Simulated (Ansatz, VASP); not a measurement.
## One calculation of Cu, two programs

POSCAR

```
Cu
1.0
    2.4002615042      0.0000000000      0.0000000000
    0.0000000000      2.4002615042      0.0000000000
    0.0000000000      0.0000000000      2.4002615042
Cu
1
Direct
    0.0000000000      0.0000000000      0.0000000000
```

The input INCAR.step1:

```
SYSTEM = Cu
  PREC = Accurate
  ENCUT = 520
  ISMEAR = -1
  SIGMA = 0.1
  LREAL = .False.
  LASPH = .True.
  NELM = 60
  NBANDS = 12
  GGA = PE
  ALGO = Normal
  EDIFF = 1E-4
  LWAVE = .True.
  LCHARG = .False.
```

File INCAR.step2:

```
SYSTEM = Cu
  PREC = Accurate
  ENCUT = 520
  EDIFF = 1E-7
  ISMEAR = -1
  SIGMA = 0.1
  LREAL = .False.
  LASPH = .True.
  NELM = 60
  ALGO = Normal
  ISIF = 2
  LWAVE = .False.
  LCHARG = .True.
  METAGGA = R2SCAN
  LMIXTAU = .True.
  LELF = .True.
  LVHAR = .True.
  NBANDS = 12
  ISTART = 1
```

Contents of KPOINTS:

```
regular mesh
0
Gamma
  15 15 15
  0 0 0
```

Input for Ansatz:

```yaml
crystal:
  lattice:
    - [2.4002615042, 0.0, 0.0]
    - [0.0, 2.4002615042, 0.0]
    - [0.0, 0.0, 2.4002615042]
  atoms:
    - { symbol: Cu, position: [0.0, 0.0, 0.0] }
hamiltonian:
  xc: r2scan
  pseudopotentials:
    kind: paw
    azcp:
      Cu: "pseudopotentials/Cu.paw.azcp"
basis:
  ecutwfc: 500
  fft_grid_basis: typed
kpoints:
  mp_grid: { grid: [15, 15, 15], shift: [0, 0, 0] }
magnetization:
  spin_polarized: false
scf:
  occupations: { method: fermi_dirac, width: 0.1 }
  lower_state_search: "off"
output:
  stress: true
```

Alike in both runs: task single point; functional r2SCAN; k mesh 15 × 15 × 15; occupations fermi-dirac, width 0.1 eV; no spin polarisation.

|  | VASP | Ansatz |
| --- | --- | --- |
| version | VASP 6.6.1 | Ansatz 0.2.0 |
| potentials or method | VASP PAW PBE potentials, release 64 (Cu), cutoff 520 eV | plane waves (500 eV) with PAW, scalar-relativistic |
| valence electrons in the cell | 11 | 19 |

VASP gave:

| Property | Result |
| --- | --- |
| pressure (GPa) | -3.8 |

Estimate Ansatz's values.

pressure (GPa): -4.2.

VASP's potentials were made for PBE, not for r2SCAN. The functional is the same, so the differences come from potentials, cutoffs and numerics. VASP's potentials hold 11 valence electrons a cell and Ansatz's 19, so a difference there can come from the potentials and not from the codes.
